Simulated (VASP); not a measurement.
# CoH3 (P6/mmm) in VASP: single point with PBE

Aim: the single point of CoH3 with PBE.

Program: VASP 6.6.1. These are calculated values, not measurements. Logs are shortened: lines on timing, memory, paths and dates and some standing lists are left out, and cuts for length are marked.

## (1) The cell of the first run

It takes space group P6/mmm (No. 191, hexagonal). Conventional cell: a = 2.899 Å, b = 2.899 Å, c = 3.161 Å, α = 90.00°, β = 90.00°, γ = 120.00°. Co (site symmetry 6/mmm) has 8 H at 1.58 to 1.67 Å within 2.1 Å. Within 2.2 Å of H (site symmetry -6m2) lie 3 H at 1.67 Å and 3 Co at 1.67 Å. H (site symmetry 6/mmm) has 2 Co at 1.58 Å within 2.1 Å.

The cell was generated, and may not be a known phase.

## (2) Single point, PBE, collinear spin, ferromagnetic start

File INCAR:

```
PREC     = Accurate       # precision mode
ENCUT    = 520            # plane-wave cutoff, eV
EDIFF    = 1E-6           # SCF threshold, eV
ISMEAR   = 0              # smearing method
SIGMA    = 0.1            # smearing width, eV
LREAL    = F              # projectors in reciprocal space
LASPH    = T              # aspherical terms in the spheres
NELM     = 150            # most SCF steps
ALGO     = Fast           # electronic algorithm
ISIF     = 2              # what is computed and relaxed
LWAVE    = F              # write WAVECAR
LCHARG   = F              # write CHGCAR
ISPIN    = 2              # spin polarisation
MAGMOM   = 0.22 0 0 0     # initial moments
LORBIT   = 11             # projections on sites
LMAXMIX  = 4              # l up to which the mixer works
GGA      = PE             # functional
NBANDS   = 18             # bands
```

File KPOINTS:

```
regular mesh
0
Gamma
  12 12 12
```

File POSCAR:

```
CoH3
1.0
    2.8987731872      0.0000000000      0.0000000000
   -1.4493865936      2.5104112199      0.0000000000
    0.0000000000      0.0000000000      3.1605359197
Co H
1 3
Direct
    0.0000000000      0.0000000000      0.5000000000
    0.3333333333      0.6666666667      0.5000000000
    0.6666666667      0.3333333333      0.5000000000
    0.0000000000      0.0000000000      0.0000000000
```

Potentials or basis: VASP PAW PBE potentials, release 64 (Co, H).

On the command line:

```console
> cat potpaw_PBE.64/Co/POTCAR potpaw_PBE.64/H/POTCAR > POTCAR
> mpirun -np 1 vasp_std > vasp.out
```

OUTCAR:

```text
PREC = Accurate
   ENCUT = 520
   EDIFF = 1E-6
   ISMEAR = 0
   LREAL = F
   LASPH = T
   NELM = 150
   ISIF = 2
   ISPIN = 2
   LORBIT = 11
   GGA = PE

 ion  position               nearest neighbor table
   1  0.000  0.000  0.500-   4 1.58   4 1.58   2 1.67   3 1.67   2 1.67   3 1.67   3 1.67   2 1.67

   2  0.333  0.667  0.500-   1 1.67   1 1.67   1 1.67
   3  0.667  0.333  0.500-   1 1.67   1 1.67   1 1.67
   4  0.000  0.000  0.000-   1 1.58   1 1.58

  LATTYP: Found a hexagonal cell.
 ALAT       =     2.8987731872
 C/A-ratio  =     1.0903012121

  Lattice vectors:

 A1 = (   2.8987731872,   0.0000000000,   0.0000000000)
 A2 = (  -1.4493865936,   2.5104112199,   0.0000000000)
 A3 = (   0.0000000000,   0.0000000000,   3.1605359197)

Analysis of symmetry for initial positions (statically):
=====================================================================
 Subroutine PRICEL returns:
 Original cell was already a primitive cell.

 Routine SETGRP: Setting up the symmetry group for a
 hexagonal supercell.

 Subroutine GETGRP returns: Found 24 space group operations
 (whereof 24 operations were pure point group operations)
 out of a pool of 24 trial point group operations.

The static configuration has the point symmetry D_6h.

Analysis of symmetry for dynamics (positions and initial velocities):
=====================================================================
 Subroutine PRICEL returns:
 Original cell was already a primitive cell.

 Routine SETGRP: Setting up the symmetry group for a
 hexagonal supercell.

 Subroutine GETGRP returns: Found 24 space group operations
 (whereof 24 operations were pure point group operations)
 out of a pool of 24 trial point group operations.

The dynamic configuration has the point symmetry D_6h.

Analysis of structural, dynamic, and magnetic symmetry:
=====================================================================
 Subroutine PRICEL returns:
 Original cell was already a primitive cell.

 Routine SETGRP: Setting up the symmetry group for a
 hexagonal supercell.

 Subroutine GETGRP returns: Found 24 space group operations
 (whereof 24 operations were pure point group operations)
 out of a pool of 24 trial point group operations.

The overall configuration has the point symmetry D_6h.

 Subroutine INISYM returns: Found 24 space group operations
 (whereof 24 operations are pure point group operations),
 and found     1 'primitive' translations

----------------------------------------------------------------------------------------
[... 122 lines left out ...]
   GGA     = PE    functional components
   LHFCALC =     F    Hartree Fock is set to
   AEXX    =    0.0000 exact exchange contribution
   IVDW    =     0    specifies the selected vdW correction
   LEPSILON=     F    determine dielectric tensor
   LRPA    =     F    only Hartree local field effects (RPA)
 spin polarized calculation
 RMM-DIIS sequential band-by-band and
 Gauss-broadening in eV      SIGMA  =   0.10
  energy-cutoff  :      520.00
  volume of cell :       23.00
 maximum number of plane-waves:       637
 NGX is ok and might be reduce to    24
   NGX = 11   NGY = 11   NGZ = 11

 number of electron      11.9999996 magnetization       0.0026595

 number of electron      11.9999996 magnetization      -0.0000322

 Free energy of the ion-electron system (eV)
  ---------------------------------------------------
  ext. energy  EPLUGINS =         0.00000000
  ---------------------------------------------------
  free energy    TOTEN  =       -16.36345744 eV

  energy without entropy =      -16.35867716  energy(sigma->0) =      -16.36106730

 E-fermi :   4.3366     XC(G=0): -11.0568

 val. band max:        4.3276379415   @ k =   0.4167   0.1667   0.0000
 cond. band min:       4.3419279829   @ k =   0.4167   0.1667   0.0833
 fundamental gap:      0.0142900414
 Fermi energy:         4.3365559965

 spin component 1

 k-point     1 :       0.0000    0.0000    0.0000
  band No.  band energies     occupation
      1      -7.0468      1.00000
      2      -1.0646      1.00000
      3       2.5288      1.00000
      4       2.5288      1.00000
      5       3.9611      1.00000
      6       3.9611      1.00000
[... 493 lines left out ...]
     17      32.0294      0.00000
     18      33.0258      0.00000

 [... further k-points ...]

 spin component 2

 k-point     1 :       0.0000    0.0000    0.0000
  band No.  band energies     occupation
      1      -7.0467      1.00000
      2      -1.0646      1.00000
      3       2.5289      1.00000
      4       2.5289      1.00000
      5       3.9612      1.00000
      6       3.9612      1.00000
[... 493 lines left out ...]
     17      32.0294      0.00000
     18      33.0264      0.00000

 [... further k-points ...]
[... 5 lines left out ...]
  --------------------------------------------------------------------------------------
  -------------------------------------------------------------------------------------
  Total       -0.0291673     -0.0291673     -0.0274459      0.0000000     -0.0000000      0.0000000
  in kB       -2.0318254     -2.0318254     -1.9119134      0.0000000     -0.0000000      0.0000000
  external PRESSURE =      -1.9918548 kB  Pullay stress =       0.0000000 kB

 VOLUME and BASIS-vectors are now :
 -----------------------------------------------------------------------------
  energy-cutoff  :      520.00
  volume of cell :       23.00
      direct lattice vectors                 reciprocal lattice vectors
     2.898773187  0.000000000  0.000000000     0.344973523  0.199170557  0.000000000
    -1.449386594  2.510411220  0.000000000     0.000000000  0.398341113  0.000000000
     0.000000000  0.000000000  3.160535920     0.000000000  0.000000000  0.316402036

 POSITION                                       TOTAL-FORCE (eV/Angst)
 -----------------------------------------------------------------------------------
      0.00000      0.00000      1.58027        -0.000000      0.000000      0.000000
     -0.00000      1.67361      1.58027         0.000000      0.000000      0.000000
      1.44939      0.83680      1.58027        -0.000000     -0.000000      0.000000
      0.00000      0.00000      0.00000        -0.000000      0.000000      0.000000
 -----------------------------------------------------------------------------------
    total drift:                               -0.000000      0.000000      0.000000

  FREE ENERGIE OF THE ION-ELECTRON SYSTEM (eV)
  ---------------------------------------------------
  free  energy   TOTEN  =       -16.3634574354 eV

  energy  without entropy=      -16.3586771609  energy(sigma->0) =      -16.36106730

 total charge

# of ion       s       p       d       tot
------------------------------------------
    1        0.409   0.586   7.546   8.541
    2        0.530   0.029   0.000   0.559
    3        0.530   0.029   0.000   0.559
    4        0.564   0.018   0.000   0.582
--------------------------------------------------
tot          2.033   0.662   7.546  10.241

 magnetization (x)

# of ion       s       p       d       tot
------------------------------------------
    1        0.000   0.000   0.000   0.000
    2       -0.000   0.000   0.000   0.000
    3       -0.000   0.000   0.000   0.000
    4        0.000   0.000   0.000   0.000
--------------------------------------------------
tot          0.000   0.000   0.000   0.000
```

OSZICAR:

```text
N       E                     dE             d eps       ncg     rms          rms(c)
DAV:   1     0.353408246904E+02    0.35341E+02   -0.46711E+03  9752   0.679E+02
DAV:   2    -0.157908795640E+02   -0.51132E+02   -0.45669E+02 10062   0.152E+02
DAV:   3    -0.182399935325E+02   -0.24491E+01   -0.23894E+01 11364   0.345E+01
DAV:   4    -0.182634014078E+02   -0.23408E-01   -0.23393E-01 11634   0.302E+00
DAV:   5    -0.182638661489E+02   -0.46474E-03   -0.46470E-03 11240   0.454E-01    0.154E+01
RMM:   6    -0.179554971043E+02    0.30837E+00   -0.53747E+00 12046   0.212E+01    0.106E+01
RMM:   7    -0.164718768282E+02    0.14836E+01   -0.14043E+00 11521   0.103E+01    0.422E+00
RMM:   8    -0.163671105020E+02    0.10477E+00   -0.23313E-02 12609   0.112E+00    0.696E-01
RMM:   9    -0.163634267202E+02    0.36838E-02   -0.12820E-02 12766   0.105E+00    0.372E-01
RMM:  10    -0.163633098301E+02    0.11689E-03   -0.14690E-03 13954   0.291E-01    0.173E-01
RMM:  11    -0.163634147260E+02   -0.10490E-03   -0.31335E-04 13679   0.115E-01    0.507E-02
RMM:  12    -0.163634505594E+02   -0.35833E-04   -0.74950E-05 14087   0.512E-02    0.177E-02
RMM:  13    -0.163634560881E+02   -0.55286E-05   -0.17197E-05 15011   0.226E-02    0.115E-02
RMM:  14    -0.163634576234E+02   -0.15353E-05   -0.29849E-06 12241   0.102E-02    0.505E-03
RMM:  15    -0.163634574354E+02    0.18800E-06   -0.69315E-07 10097   0.536E-03
   1 F= -.16363457E+02 E0= -.16361067E+02  d E =-.478027E-02  mag=     0.0000
```

Run time: 2.8 min. Hardware: 1 thread of Oxide Virtual Turin-like, shared host; peak memory 0.18 GiB.

Results:

```
Free energy                                           : -16.3635 eV
Pressure                                              : -0.2 GPa
Band gap on the k mesh                                : zero (filled and empty bands overlap)
Net moment                                            : 0.00 μB per cell
Valence electrons inside the program's atomic spheres : Co 8.54; H 0.56, 0.58 (each value once)
```

Levels at points of the mesh, in eV from the Fermi level:
Spin up:
```csv
k point,band 3,band 4,band 5,band 6,band 7,band 8,band 9,band 10
"(0.00, 0.00, 0.00)",-1.81,-1.81,-0.38,-0.38,4.80,6.55,7.14,15.83
"(0.50, 0.00, 0.00)",-4.77,-1.27,-0.53,-0.45,1.02,7.00,9.46,10.82
"(0.00, 0.00, 0.50)",-1.75,-1.75,-0.63,-0.63,-0.29,5.11,11.66,19.48
"(0.50, 0.00, 0.50)",-2.34,-2.25,-0.87,-0.61,-0.44,3.19,7.52,11.72
```
Spin down:
```
           k point  band 2  band 3  band 4  band 5  band 6  band 7  band 8  band 9  band 10  band 11
(0.00, 0.00, 0.00)   -5.40   -1.81   -1.81   -0.38   -0.38    4.80    6.55    7.14    15.83    15.83
(0.50, 0.00, 0.00)   -6.25   -4.77   -1.27   -0.53   -0.45    1.02    7.00    9.46    10.82    13.00
(0.00, 0.00, 0.50)   -5.14   -1.75   -1.75   -0.63   -0.63   -0.29    5.11   11.66    19.48    19.48
(0.50, 0.00, 0.50)   -5.40   -2.34   -2.25   -0.87   -0.61   -0.44    3.19    7.52    11.72    11.77
```
